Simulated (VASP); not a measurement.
# Ta (I4/mmm) in VASP: notebook

Ta is run at these levels: PBEsol; tasks: electric field gradients.

Everything below comes from runs of VASP 6.6.1. Logs are shortened: lines on timing, memory, paths and dates and some standing lists are left out, and cuts for length are marked.

**1. The cell of the first run**

It takes space group I4/mmm (No. 139, tetragonal). The conventional cell has a = 3.237 Å, b = 3.237 Å, c = 3.303 Å, α = 90.00°, β = 90.00°, γ = 90.00°. Ta (site symmetry 4/mmm) has 14 Ta at 2.82 to 3.30 Å within 3.7 Å.

**2. Electric field gradients, PBEsol (equal xx and yy strain of -2 %)**

INCAR

```
SYSTEM = Ta
PREC = Accurate
ENCUT = 520
EDIFF = 1E-8
ISMEAR = -1
SIGMA = 0.08
LREAL = .FALSE.
LASPH = .TRUE.
NELM = 100
ALGO = Normal
ISIF = 2
LWAVE = .FALSE.
LCHARG = .FALSE.
GGA = PS
LEFG = .TRUE.
NBANDS = 12
```

KPOINTS

```
Automatic mesh
0
G
  17 17 17
  0 0 0
```

POSCAR

```
Ta
1.0
   -1.6182544000      1.6182544000      1.6512800000
    1.6182544000     -1.6182544000      1.6512800000
    1.6182544000      1.6182544000     -1.6512800000
Ta
1
Direct
    0.0000000000      0.0000000000      0.0000000000
```

Potentials or basis: VASP PAW PBE potentials, release 64 (Ta_pv).

On the command line:

```console
> cat potpaw_PBE.64/Ta_pv/POTCAR > POTCAR
> mpirun -np 1 vasp_std > vasp.out
```

OUTCAR:

```text
SYSTEM = Ta
   PREC = Accurate
   ENCUT = 520
   EDIFF = 1E-8
   ISMEAR = -1
   LREAL = .FALSE.
   LASPH = .TRUE.
   NELM = 100
   ISIF = 2
   GGA = PS

 ion  position               nearest neighbor table
   1  0.000  0.000  0.000-

  LATTYP: Found a body centered tetragonal cell.
 ALAT       =     3.2365088000
 C/A-ratio  =     1.0204081633

  Lattice vectors:

 A1 = (  -1.6182544000,   1.6182544000,   1.6512800000)
 A2 = (   1.6182544000,  -1.6182544000,   1.6512800000)
 A3 = (   1.6182544000,   1.6182544000,  -1.6512800000)

Analysis of symmetry for initial positions (statically):
=====================================================================
 Subroutine PRICEL returns:
 Original cell was already a primitive cell.

 Routine SETGRP: Setting up the symmetry group for a
 body centered tetragonal supercell.

 Subroutine GETGRP returns: Found 16 space group operations
 (whereof 16 operations were pure point group operations)
 out of a pool of 16 trial point group operations.

The static configuration has the point symmetry D_4h.

Analysis of symmetry for dynamics (positions and initial velocities):
=====================================================================
 Subroutine PRICEL returns:
 Original cell was already a primitive cell.

 Routine SETGRP: Setting up the symmetry group for a
 body centered tetragonal supercell.

 Subroutine GETGRP returns: Found 16 space group operations
 (whereof 16 operations were pure point group operations)
 out of a pool of 16 trial point group operations.

The dynamic configuration has the point symmetry D_4h.

 Subroutine INISYM returns: Found 16 space group operations
 (whereof 16 operations are pure point group operations),
 and found     1 'primitive' translations

----------------------------------------------------------------------------------------

                                     Primitive cell

  volume of cell :      17.2971

  direct lattice vectors                    reciprocal lattice vectors
    -1.618254400  1.618254400  1.651280000     0.000000000  0.308974905  0.302795407
     1.618254400 -1.618254400  1.651280000     0.308974905  0.000000000  0.302795407
     1.618254400  1.618254400 -1.651280000     0.308974905  0.308974905  0.000000000

  length of vectors
     2.822095010  2.822095010  2.822095010     0.432609004  0.432609004  0.436956502

  position of ions in fractional coordinates (direct lattice)
     0.000000000  0.000000000  0.000000000

  ion indices of the primitive-cell ions
   primitive index   ion index
                 1           1

----------------------------------------------------------------------------------------

 KPOINTS: Automatic mesh

Automatic generation of k-mesh.
 Grid dimensions read from file:
 generate k-points for:   17   17   17

 Generating k-lattice:

  Cartesian coordinates                     Fractional coordinates (reciprocal lattice)
     0.000000000  0.018174994  0.017811495     0.058823529  0.000000000  0.000000000
     0.018174994  0.000000000  0.017811495     0.000000000  0.058823529  0.000000000
     0.018174994  0.018174994  0.000000000     0.000000000  0.000000000  0.058823529

  Length of vectors
     0.025447588  0.025447588  0.025703324

  Shift w.r.t. Gamma in fractional coordinates (k-lattice)
     0.000000000  0.000000000  0.000000000

 Subroutine IBZKPT returns following result:
 ===========================================

 Found    405 irreducible k-points:

 Following reciprocal coordinates:
            Coordinates               Weight
  0.000000  0.000000  0.000000      1.000000
  0.058824  0.000000 -0.000000      8.000000
  0.117647  0.000000 -0.000000      8.000000
  0.176471  0.000000 -0.000000      8.000000
  0.235294  0.000000 -0.000000      8.000000
  0.294118  0.000000 -0.000000      8.000000
[... 16 lines left out ...]
 -0.176471  0.058824  0.000000     16.000000
 -0.117647  0.058824  0.000000     16.000000
 [... further k-points ...]
   k-points           NKPTS =    405   k-points in BZ     NKDIM =    405   number of bands    NBANDS=     12
   number of dos      NEDOS =    301   number of ions     NIONS =      1
   total plane-waves  NPLWV =  13824
   dimension x,y,z NGX =    24 NGY =   24 NGZ =   24
   dimension x,y,z NGXF=    48 NGYF=   48 NGZF=   48
   ions per type =               1
   NGX,Y,Z   is equivalent  to a cutoff of  14.14, 14.14, 14.14 a.u.
   NGXF,Y,Z  is equivalent  to a cutoff of  28.28, 28.28, 28.28 a.u.
 SYSTEM =  Ta
   PREC   = accura    normal or accurate (medium, high low for compatibility)
   ISTART =      0    job   : 0-new  1-cont  2-samecut
   ICHARG =      2    charge: 1-file 2-atom 10-const
   ISPIN  =      1    spin polarized calculation?
   LNONCOLLINEAR =      F non collinear calculations
   LSORBIT =      F    spin-orbit coupling
   LASPH  =      T    aspherical Exc in radial PAW
   ENCUT  =  520.0 eV  38.22 Ry    6.18 a.u.   5.25  5.25  5.25*2*pi/ulx,y,z
   NELM   =    100;   NELMIN=  2; NELMDL= -5     # of ELM steps
   EDIFF  = 0.1E-07   stopping-criterion for ELM
   LREAL  =      F    real-space projection
   EDIFFG = 0.1E-06   stopping-criterion for IOM
   NSW    =      0    number of steps for IOM
   IBRION =     -1    ionic relax: 0-MD 1-quasi-New 2-CG
   NFREE  =      0    steps in history (QN), initial steepest desc. (CG)
   ISIF   =      2    stress and relaxation
   ISYM   =      2    0-nonsym 1-usesym 2-fastsym
   POTIM  = 0.5000    time-step for ionic-motion
   TEBEG  =    0.0;   TEEND  =   0.0 temperature during run
   PSTRESS=    0.0 pullay stress
   NELECT =      11.0000    total number of electrons
   NUPDOWN=      -1.0000    fix difference up-down
   EMIN   =  10.00;   EMAX   =-10.00  energy-range for DOS
   EFERMI =   0.00;   METHOD = LEGACY
   ISMEAR =    -1;   SIGMA  =   0.08  broadening in eV -4-tet -1-fermi 0-gaus
   EFERMI_NEDOS =   21; number of points for ismear=-14 and -15
   IALGO  =     38    algorithm
   IMIX   =      4    mixing-type and parameters
     AMIX     =   0.40;   BMIX     =  1.00
     AMIX_MAG =   1.60;   BMIX_MAG =  1.00
  volume/ion in A,a.u.               =      17.30       116.73
  Fermi-wavevector in a.u.,A,eV,Ry     =   1.407822  2.660397 26.966225  1.981962
  Thomas-Fermi vector in A             =   2.530042
   LORBIT       =      0    0 simple, 1 ext, 2 COOP (PROOUT), +10 PAW based schemes
   GGA     = PS    functional components
   LHFCALC =     F    Hartree Fock is set to
   AEXX    =    0.0000 exact exchange contribution
   IVDW    =     0    specifies the selected vdW correction
   LEPSILON=     F    determine dielectric tensor
   LRPA    =     F    only Hartree local field effects (RPA)
 non-spin polarized calculation
  energy-cutoff  :      520.00
  volume of cell :       17.30
 maximum number of plane-waves:       477
 NGX is ok and might be reduce to    24
   NGX = 11   NGY = 11   NGZ = 11

 number of electron      11.0000000 magnetization

 Free energy of the ion-electron system (eV)
  ---------------------------------------------------
  ext. energy  EPLUGINS =         0.00000000
  ---------------------------------------------------
  free energy    TOTEN  =       -12.55768142 eV

  energy without entropy =      -12.53123176  energy(sigma->0) =      -12.54445659

 E-fermi :   5.6449     XC(G=0): -12.9371

 val. band max:        5.6434929959   @ k =  -0.1176   0.2353   0.0588
 cond. band min:       5.6492714866   @ k =  -0.2353   0.2353   0.0588
 fundamental gap:      0.0057784908
 Fermi energy:         5.6448673719

 k-point     1 :       0.0000    0.0000    0.0000
  band No.  band energies     occupation
      1     -27.2138      2.00000
      2     -27.2098      2.00000
      3     -27.2098      2.00000
      4      -2.4319      2.00000
      5       6.2854      0.00067
      6       6.2854      0.00067
      7       6.5499      0.00002
      8       9.5976      0.00000
      9       9.9653      0.00000
     10      20.4532      0.00000
     11      20.6412      0.00000
     12      21.0129      0.00000
[... 331 lines left out ...]
 k-point    24 :      -0.1176    0.0588    0.0000
  band No.  band energies     occupation
      1     -27.3587      2.00000
      2     -27.2430      2.00000
      3     -27.2242      2.00000
      4      -1.9473      2.00000
      5       6.0421      0.01385
      6       6.2595      0.00092
      7       6.8643      0.00000
      8       9.3407      0.00000
      9       9.7936      0.00000
     10      20.4527      0.00000
     11      21.2435      0.00000
     12      21.7900      0.00000

 [... further k-points ...]

------------------------ aborting loop because EDIFF is reached ----------------------------------------

  FORCE on cell =-STRESS in cart. coord.  units (eV):
  Direction    XX          YY          ZZ          XY          YZ          ZX
  --------------------------------------------------------------------------------------
  -------------------------------------------------------------------------------------
  Total        0.6294953      0.6294953      0.3595089      0.0000000     -0.0000000      0.0000000
  in kB       58.3080808     58.3080808     33.3001268      0.0000000     -0.0000000      0.0000000
  external PRESSURE =      49.9720962 kB  Pullay stress =       0.0000000 kB

 VOLUME and BASIS-vectors are now :
 -----------------------------------------------------------------------------
  energy-cutoff  :      520.00
  volume of cell :       17.30
      direct lattice vectors                 reciprocal lattice vectors
    -1.618254400  1.618254400  1.651280000     0.000000000  0.308974905  0.302795407
     1.618254400 -1.618254400  1.651280000     0.308974905  0.000000000  0.302795407
     1.618254400  1.618254400 -1.651280000     0.308974905  0.308974905  0.000000000

 POSITION                                       TOTAL-FORCE (eV/Angst)
 -----------------------------------------------------------------------------------
      0.00000      0.00000      0.00000        -0.000000      0.000000      0.000000
 -----------------------------------------------------------------------------------
    total drift:                               -0.000000     -0.000000     -0.000000

  FREE ENERGIE OF THE ION-ELECTRON SYSTEM (eV)
  ---------------------------------------------------
  free  energy   TOTEN  =       -12.5576814183 eV

  energy  without entropy=      -12.5312317576  energy(sigma->0) =      -12.54445659

 Electric field gradients (V/A^2)
---------------------------------------------------------------------
 ion       V_xx      V_yy      V_zz      V_xy      V_xz      V_yz
---------------------------------------------------------------------
   1      -7.723    -7.723    15.446    -0.000    -0.000    -0.000
---------------------------------------------------------------------

 Electric field gradients after diagonalization (V/A^2)
 (convention: |V_zz| > |V_xx| > |V_yy|)
----------------------------------------------------------------------
 ion       V_xx      V_yy      V_zz     asymmetry (V_yy - V_xx)/ V_zz
----------------------------------------------------------------------
   1      -7.723    -7.723    15.446       0.000
----------------------------------------------------------------------

           NMR quadrupolar parameters

 Cq : quadrupolar parameter    Cq=e*Q*V_zz/h
 eta: asymmetry parameters     (V_yy - V_xx)/ V_zz
 Q  : nuclear electric quadrupole moment in mb (millibarn)
----------------------------------------------------------------------
 ion       Cq(MHz)       eta       Q (mb)
----------------------------------------------------------------------
   1       0.037       0.000       1.000
----------------------------------------------------------------------
```

Run time: 43 s. Hardware: 1 thread of AMD EPYC 9R45 (Zen 5), shared host; peak memory 0.17 GiB.

What came out:

```
Free energy                             : -12.5577 eV
Pressure                                : 5.0 GPa
Band gap on the k mesh                  : zero (an odd number of electrons rules out a gap without spin polarisation)
Largest electric field gradient by atom : Ta +15.4 V/Å²
```

Electric field gradients, principal values (V/Å²):
| atom | least | middle | greatest (by size) |
| --- | --- | --- | --- |
| 1 Ta | -7.723 | -7.723 | 15.446 |

Caveat: the cell differs from its parent crystal (equal xx and yy strain of -2 %); the cell stands under pressure; without QUAD_EFG the Cq values of the log hold for a quadrupole moment of 1 mb, not for the nuclei; the PAW data sets were made with another functional, which shifts forces and pressure a little; spin-orbit coupling is left out, which moves the levels of the heavy elements.

**3. Electric field gradients, PBEsol (equal xx and yy strain of +3 %)**

Edit INCAR of step 2 so:

```diff
@@ -8,3 +8,3 @@
 LASPH = .TRUE.
-NELM = 100
+NELM = 60
 ALGO = Normal
```

KPOINTS

```
regular mesh
0
G
  17 17 17
  0 0 0
```

POSCAR

```
Ta
1.0
   -1.7008184000      1.7008184000      1.6512800000
    1.7008184000     -1.7008184000      1.6512800000
    1.7008184000      1.7008184000     -1.6512800000
Ta
1
Direct
    0.0000000000      0.0000000000      0.0000000000
```

Potentials or basis: VASP PAW PBE potentials, release 64 (Ta_pv).

On the command line:

```console
> cat potpaw_PBE.64/Ta_pv/POTCAR > POTCAR
> mpirun -np 1 vasp_std > vasp.out
```

OUTCAR:

```text
SYSTEM = Ta
   PREC = Accurate
   ENCUT = 520
   EDIFF = 1E-8
   ISMEAR = -1
   LREAL = .FALSE.
   LASPH = .TRUE.
   NELM = 60
   ISIF = 2
   GGA = PS

 ion  position               nearest neighbor table
   1  0.000  0.000  0.000-

  LATTYP: Found a body centered tetragonal cell.
 ALAT       =     3.4016368000
 C/A-ratio  =     0.9708737864

  Lattice vectors:

 A1 = (  -1.7008184000,   1.7008184000,   1.6512800000)
 A2 = (   1.7008184000,  -1.7008184000,   1.6512800000)
 A3 = (   1.7008184000,   1.7008184000,  -1.6512800000)

Analysis of symmetry for initial positions (statically):
=====================================================================
 Subroutine PRICEL returns:
 Original cell was already a primitive cell.

 Routine SETGRP: Setting up the symmetry group for a
 body centered tetragonal supercell.

 Subroutine GETGRP returns: Found 16 space group operations
 (whereof 16 operations were pure point group operations)
[... 540 lines left out ...]

 VOLUME and BASIS-vectors are now :
 -----------------------------------------------------------------------------
  energy-cutoff  :      520.00
  volume of cell :       19.11
      direct lattice vectors                 reciprocal lattice vectors
    -1.700818400  1.700818400  1.651280000     0.000000000  0.293976123  0.302795407
     1.700818400 -1.700818400  1.651280000     0.293976123  0.000000000  0.302795407
     1.700818400  1.700818400 -1.651280000     0.293976123  0.293976123  0.000000000

 POSITION                                       TOTAL-FORCE (eV/Angst)
 -----------------------------------------------------------------------------------
      0.00000      0.00000      0.00000         0.000000      0.000000     -0.000000
 -----------------------------------------------------------------------------------
    total drift:                               -0.000000      0.000000      0.000000

  FREE ENERGIE OF THE ION-ELECTRON SYSTEM (eV)
  ---------------------------------------------------
  free  energy   TOTEN  =       -12.4976149560 eV

  energy  without entropy=      -12.4682906973  energy(sigma->0) =      -12.48295283

 Electric field gradients (V/A^2)
---------------------------------------------------------------------
 ion       V_xx      V_yy      V_zz      V_xy      V_xz      V_yz
---------------------------------------------------------------------
   1       8.244     8.244   -16.488     0.000     0.000     0.000
---------------------------------------------------------------------

 Electric field gradients after diagonalization (V/A^2)
 (convention: |V_zz| > |V_xx| > |V_yy|)
----------------------------------------------------------------------
 ion       V_xx      V_yy      V_zz     asymmetry (V_yy - V_xx)/ V_zz
----------------------------------------------------------------------
   1       8.244     8.244   -16.488       0.000
----------------------------------------------------------------------

           NMR quadrupolar parameters

 Cq : quadrupolar parameter    Cq=e*Q*V_zz/h
 eta: asymmetry parameters     (V_yy - V_xx)/ V_zz
 Q  : nuclear electric quadrupole moment in mb (millibarn)
----------------------------------------------------------------------
 ion       Cq(MHz)       eta       Q (mb)
----------------------------------------------------------------------
   1      -0.040       0.000       1.000
----------------------------------------------------------------------
```

It took 45 s on 1 thread of AMD EPYC 9R45 (Zen 5), shared host; peak memory 0.18 GiB.

Results:

```
Free energy                             : -12.4976 eV
Pressure                                : -13.9 GPa
Band gap on the k mesh                  : zero (an odd number of electrons rules out a gap without spin polarisation)
Largest electric field gradient by atom : Ta -16.5 V/Å²
```

Stress tensor (GPa, compression positive):
```
-14.64   0.00   0.00
  0.00 -14.64   0.00
  0.00   0.00 -12.27
```

Levels at points of the mesh, in eV from the Fermi level:
```
           k point  band 1  band 2  band 3  band 4  band 5  band 6  band 7  band 8  band 9  band 10
(0.00, 0.00, 0.00)  -33.28  -33.28  -33.27   -7.71    0.48    0.83    0.83    3.51    4.00    14.59
```

Electric field gradients, principal values (V/Å²):
```tsv
atom	least	middle	greatest (by size)
1 Ta	8.244	8.244	-16.488
```

Caveat: the cell differs from its parent crystal (equal xx and yy strain of +3 %); the cell stands under tension; without QUAD_EFG the Cq values of the log hold for a quadrupole moment of 1 mb, not for the nuclei; the PAW data sets were made with another functional, which shifts forces and pressure a little; spin-orbit coupling is left out, which moves the levels of the heavy elements.
